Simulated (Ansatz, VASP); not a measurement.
## La: VASP beside Ansatz

Contents of INCAR:

```
SYSTEM = La
PREC = Accurate ; ENCUT = 520
EDIFF = 1E-7 ; ISMEAR = -1
SIGMA = 0.05 ; LREAL = .False.
LASPH = .True. ; NELM = 100
ALGO = Normal ; ISIF = 2
LWAVE = .False. ; LCHARG = .False.
GGA = PE ; NBANDS = 12
```

The input KPOINTS:

```
regular mesh
0
Gamma
  11 11 11
  0 0 0
```

File POSCAR:

```
La
1.0
    0.0000000000      2.6828461013      2.6828461013
    2.6828461013      0.0000000000      2.6828461013
    2.6828461013      2.6828461013      0.0000000000
La
1
Direct
    0.0000000000      0.0000000000      0.0000000000
```

Input for Ansatz:

```yaml
crystal:
  lattice:
    - [0.0, 2.6828461013, 2.6828461013]
    - [2.6828461013, 0.0, 2.6828461013]
    - [2.6828461013, 2.6828461013, 0.0]
  atoms:
    - { symbol: La, position: [0.0, 0.0, 0.0] }
kpoints:
  mp_grid: { grid: [11, 11, 11] }
scf:
  occupations: { method: fermi_dirac, width: 0.05 }
hamiltonian:
  xc: pbe
  pseudopotentials: { kind: all_electron, lapw: { basis_error: 0.00025 } }
output:
  forces: true
  stress: true
  eigenvalues: true
```

Change from the starting cell: volume scaled by 1.04.

Alike in both runs: task single point; functional PBE; k mesh 11 × 11 × 11; occupations fermi-dirac, width 0.05 eV; no spin polarisation.

```csv
,VASP,Ansatz
version,VASP 6.6.1,Ansatz 0.2.0
potentials or method,"VASP PAW PBE potentials, release 64 (La), cutoff 520 eV","all-electron LAPW, scalar-relativistic"
```

```csv
,VASP,Ansatz,Ansatz less VASP
pressure (GPa),-1.0,-1.1,-0.03
```

Ansatz ran all-electron here, and VASP with PAW potentials.

Neither program's run includes spin-orbit coupling.
